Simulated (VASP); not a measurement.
A run of VASP 6.6.1 is set up as follows.

INCAR

```
ALGO = Normal
EDIFF = 1E-6
ENCUT = 520
GGA = PE
ISIF = 2
ISMEAR = 0
LASPH = T
LCHARG = F
LREAL = F
LWAVE = F
NBANDS = 17
NELM = 100
PREC = Accurate
SIGMA = 0.1
```

The input KPOINTS:

```
k-points
0
Gamma
  12 12 12
```

File POSCAR:

```
WSe
1.0
    0.0000000000      2.9305053100      2.9305053100
    2.9305053100      0.0000000000      2.9305053100
    2.9305053100      2.9305053100      0.0000000000
W Se
1 1
Direct
    0.0000000000      0.0000000000      0.0000000000
    0.2500000000      0.2500000000      0.2500000000
```

Potentials or basis: VASP PAW PBE potentials, release 64 (W_sv, Se).

Launch:

```bash
$ cat potpaw_PBE.64/W_sv/POTCAR potpaw_PBE.64/Se/POTCAR > POTCAR
$ mpirun -np 1 vasp_std > vasp.out
```

(1) Estimate the band gap on the k mesh.

(2) Estimate the pressure.

Answers

(1) zero (bands 10 and 11 overlap by 0.33 eV).

(2) -10.5 GPa.

Caveat: the cell stands under tension; spin-orbit coupling is left out, which moves the levels of the heavy elements.
